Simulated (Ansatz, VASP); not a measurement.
Two plane-wave programs on Rh

INCAR

```
SYSTEM = Rh
ALGO     = Fast           ! electronic algorithm
EDIFF    = 1E-7           ! SCF threshold, eV
ENCUT    = 520            ! plane-wave cutoff, eV
GGA      = PE             ! functional
ISIF     = 2              ! what is computed and relaxed
ISMEAR   = 0              ! smearing method
LASPH    = .True.         ! aspherical terms in the spheres
LCHARG   = .True.         ! write CHGCAR
LELF     = .True.         ! ELF
LREAL    = .False.        ! projectors in reciprocal space
LVHAR    = .True.       
LWAVE    = .False.        ! write WAVECAR
NBANDS   = 14             ! bands
NELM     = 100            ! most SCF steps
PREC     = Accurate       ! precision mode
SIGMA    = 0.15           ! smearing width, eV
```

File KPOINTS:

```
k-points
0
Gamma
  22 22 22
  0 0 0
```

Contents of POSCAR:

```
Rh
1.0
    0.0000000000      1.9300732500      1.9585965000
    1.9300732500      0.0000000000      1.9585965000
    1.9300732500      1.9300732500      0.0000000000
Rh
1
Direct
    0.0000000000      0.0000000000      0.0000000000
```

Input for Ansatz:

```yaml
crystal:
  lattice:
    - [0.0, 1.93007325, 1.9585965]
    - [1.93007325, 0.0, 1.9585965]
    - [1.93007325, 1.93007325, 0.0]
  atoms:
    - { symbol: Rh, position: [0.0, 0.0, 0.0] }
basis:
  ecutwfc: 420
kpoints:
  mp_grid: { grid: [22, 22, 22] }
hamiltonian:
  xc: pbe
scf:
  occupations: { method: gaussian, width: 0.15 }
output:
  forces: true
  stress: true
  eigenvalues: true
```

Change from the starting cell: strain +0.015 along x and y, +0.030 along z, atoms carried along.

Alike in both runs: task single point; functional PBE; k mesh 22 × 22 × 22; occupations gaussian, width 0.15 eV; no spin polarisation.

|  | VASP | Ansatz |
| --- | --- | --- |
| version | VASP 6.6.1 | Ansatz 0.2.0 |
| potentials or method | VASP PAW PBE potentials, release 64 (Rh_pv), cutoff 520 eV | scalar-relativistic, plane waves, PAW |
| valence electrons in the cell | 15 | 17 |

Ansatz gave:

```
gap on the k mesh at the Fermi level (eV)                     : none
pressure (GPa)                                                : -8.8
traceless stress, the component that is largest in VASP (GPa) : -2.04
```

Question: What did VASP give for the same quantities?

Answer: gap on the k mesh at the Fermi level (eV): none; pressure (GPa): -8.8; traceless stress, the component that is largest in VASP (GPa): -2.03.

A gap of «none» marks a metal or a gap that the smearing closes. The functional is the same, so the differences come from potentials, cutoffs and numerics. VASP's potentials hold 15 valence electrons a cell and Ansatz's 17, so a difference there can come from the potentials and not from the codes.
